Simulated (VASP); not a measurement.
Write the native input for VASP 6.6.1 that does the following.

| Quantity | Value |
| --- | --- |
| Task | relaxation of cell and atoms |
| Functional | PBE |
| Potentials or basis | VASP PAW PBE potentials, release 64 (Sn_d, Te) |
| Cutoff | 600 eV |
| k mesh | 18 × 18 × 14 |
| Occupations | gaussian, width 0.1 eV |
| Spin | no spin polarisation |
| Dipole correction | no |
| Further INCAR settings | ALGO = Normal; EDIFF = 1e-06; IBRION = 2; EDIFFG = -0.01; NSW = 100; ISIF = 3 |

The structure of SnTe lies in POSCAR:

```
SnTe
1.0
    4.1940062226      0.0000000000      0.0000000000
   -2.0970031113      3.6321159324      0.0000000000
    0.0000000000      0.0000000000      4.1729968920
Sn Te
1 1
Direct
    0.6666666667      0.3333333333      0.5000000000
    0.0000000000      0.0000000000      0.0000000000
```

The cell was built from a structure type or drawn by symmetry, and may not be a known phase.

One way to write it, as run:

INCAR

```
SYSTEM = SnTe
  PREC = Accurate
  ENCUT = 600
  EDIFF = 1E-6
  ISMEAR = 0
  SIGMA = 0.1
  LREAL = .FALSE.
  LASPH = .TRUE.
  NELM = 100
  ALGO = Normal
  ISIF = 3
  LWAVE = .FALSE.
  LCHARG = .FALSE.
  GGA = PE
  IBRION = 2
  NSW = 100
  EDIFFG = -0.01
```

KPOINTS

```
Automatic mesh
0
G
  18 18 14
  0 0 0
```

Potentials or basis: VASP PAW PBE potentials, release 64 (Sn_d, Te).

Run with:

```sh
$ cat potpaw_PBE.64/Sn_d/POTCAR potpaw_PBE.64/Te/POTCAR > POTCAR
$ mpirun -np 1 vasp_std > vasp.out
```

It gave:

| Item | Value |
| --- | --- |
| Relaxed volume | 32.98 Å³/atom |
| Relaxed cell | a = 4.279 Å, b = 4.279 Å, c = 4.159 Å, α = 90.00°, β = 90.00°, γ = 120.00° |
| Space group after relaxing (to 0.1 Å) | P-6m2 (No. 187) |
| Energy gained by relaxing | 4.2 meV/atom |
| Ionic steps | 5 |
| Pressure after relaxing | 0.0 GPa |
| Band gap on the k mesh | zero (bands 10 and 11 overlap by 1.85 eV) |

Caveat: spin-orbit coupling is left out, which moves the levels of the heavy elements.

Run time: 14 min on 1 thread of Intel Xeon 8259CL, on a shared host, peak memory 0.5 GiB.
